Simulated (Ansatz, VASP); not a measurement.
## ZnS: VASP beside Ansatz

```
Zn S
1.0
     3.74466    0.00000    0.00000
    -1.87233    3.24297    0.00000
     0.00000    0.00000   12.26442
Zn S
4 4
Cartesian
  1.8723 1.0810 9.1983
  0.0000 2.1620 3.0661
  0.0000 0.0000 6.1322
  0.0000 0.0000 0.0000
  1.8723 1.0810 11.4979
  0.0000 2.1620 5.3657
  0.0000 0.0000 8.4318
  0.0000 0.0000 2.2996
```

Alike in both runs: task single point; functional RPBE; k mesh 8 × 8 × 3; occupations fermi-dirac, width 0.05 eV; no spin polarisation.

```csv
,VASP,Ansatz
version,VASP 6.6.1,Ansatz 0.2.0
potentials or method,"VASP PAW PBE potentials, release 64 (Zn, S)",Ansatz PAW
plane-wave cutoff (eV),520,420
valence electrons in the cell,72,72
```

Ansatz gave:

```
gap on the k mesh at the Fermi level (eV)                     : 2.57
least direct gap on the mesh (eV)                             : 2.57
pressure (GPa)                                                : 9.4
traceless stress, the component that is largest in VASP (GPa) : -0.11
rms of the force components (eV/Å)                            : 0.021
```

Task: Estimate VASP's values.

Result: gap on the k mesh at the Fermi level (eV): 2.58; least direct gap on the mesh (eV): 2.58; pressure (GPa): 9.6; traceless stress, the component that is largest in VASP (GPa): -0.12; rms of the force components (eV/Å): 0.021.

VASP's potentials were made for PBE, not for RPBE. Atom by atom the forces differ by 0.000 eV/Å (rms over components). The functional is the same, so the differences come from potentials, cutoffs and numerics.

Noted on Ansatz's run: odd divisions of the mesh miss points on the zone boundary, where band edges often lie, so the gap on the mesh can be too wide.
